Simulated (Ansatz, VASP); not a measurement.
**One calculation of Hf, two programs**

```xyz
1
Lattice="0.0000 2.1322 2.1322 2.1322 0.0000 2.1322 2.1322 2.1322 0.0000" Properties=species:S:1:pos:R:3 pbc="T T T"
Hf    0.0000    0.0000    0.0000
```

Alike in both runs: task single point; functional PBEsol; k mesh 16 × 16 × 16; occupations gaussian, width 0.1 eV; no spin polarisation.

|  | VASP | Ansatz |
| --- | --- | --- |
| version | VASP 6.6.1 | Ansatz 0.2.0 |
| potentials or method | VASP PAW PBE potentials, release 64 (Hf_pv), cutoff 520 eV | scalar-relativistic, plane waves, PAW |
| valence electrons in the cell | 10 | 26 |

Ansatz gave:

| Property | Result |
| --- | --- |
| gap on the k mesh at the Fermi level (eV) | none |
| pressure (GPa) | 13.7 |

Task: Estimate VASP's values.

Result: gap on the k mesh at the Fermi level (eV): none; pressure (GPa): 13.3.

VASP's potentials were made for PBE, not for PBEsol. A gap of «none» marks a metal or a gap that the smearing closes. The functional is the same, so the differences come from potentials, cutoffs and numerics. VASP's potentials hold 10 valence electrons a cell and Ansatz's 26, so a difference there can come from the potentials and not from the codes.

Spin-orbit coupling is off throughout.
